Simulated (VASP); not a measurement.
Set up this calculation in VASP 6.6.1, as the native input.

```
Task                   : single point
Functional             : PBE
Potentials or basis    : VASP PAW PBE potentials, release 64 (La, Si, O)
Cutoff                 : 520 eV
k mesh                 : 6 × 6 × 6
Occupations            : gaussian, width 0.1 eV
Spin                   : no spin polarisation
Dipole correction      : no
Further INCAR settings : ALGO = Normal; EDIFF = 1e-07; NBANDS = 32
```

The structure of La3Si2O lies in POSCAR:

```
La3Si2O
1.0
    3.4046274900      1.9656625979      3.4466285847
   -3.4046274900      1.9656625979      3.4466285847
    0.0000000000     -3.9313251957      3.4466285847
La Si O
3 2 1
Direct
    0.5000000000      0.0000000000      0.0000000000
    0.0000000000      0.5000000000      0.0000000000
    0.0000000000      0.0000000000      0.5000000000
    0.3907132201      0.3907132201      0.3907132201
    0.6092867799      0.6092867799      0.6092867799
    0.0000000000      0.0000000000      0.0000000000
```

The cell was generated, and may not be a known phase.

The input as run:

INCAR

```
SYSTEM = La3Si2O
PREC     = Accurate       ! precision mode
ENCUT    = 520            ! plane-wave cutoff, eV
EDIFF    = 1E-7           ! SCF threshold, eV
ISMEAR   = 0              ! smearing method
SIGMA    = 0.1            ! smearing width, eV
LREAL    = .False.        ! projectors in reciprocal space
LASPH    = .True.         ! aspherical terms in the spheres
NELM     = 80             ! most SCF steps
ALGO     = Normal         ! electronic algorithm
ISIF     = 2              ! what is computed and relaxed
LWAVE    = .False.        ! write WAVECAR
LCHARG   = .False.        ! write CHGCAR
GGA      = PE             ! functional
NBANDS   = 32             ! bands
```

KPOINTS

```
Automatic mesh
0
Gamma
  6 6 6
  0 0 0
```

Potentials or basis: VASP PAW PBE potentials, release 64 (La, Si, O).

Run with:

```console
$ cat potpaw_PBE.64/La/POTCAR potpaw_PBE.64/Si/POTCAR potpaw_PBE.64/O/POTCAR > POTCAR
$ mpirun -np 1 vasp_std > vasp.out
```

Results of the run:

| Item | Value |
| --- | --- |
| Pressure | 0.1 GPa |
| Largest force | 0.009 eV/Å |
| Band gap on the k mesh | zero (an odd number of electrons rules out a gap without spin polarisation) |

Caveat: spin-orbit coupling is left out, which moves the levels of the heavy elements; an odd number of electrons without spin polarisation forces a metal; a magnetic or distorted state may lie lower.

It took 5 min on 1 thread of Intel(R) Xeon(R) Platinum 8259CL CPU @ 2.50GHz (Skylake/Cascade Lake) (shared host), peak memory 0.33 GiB.
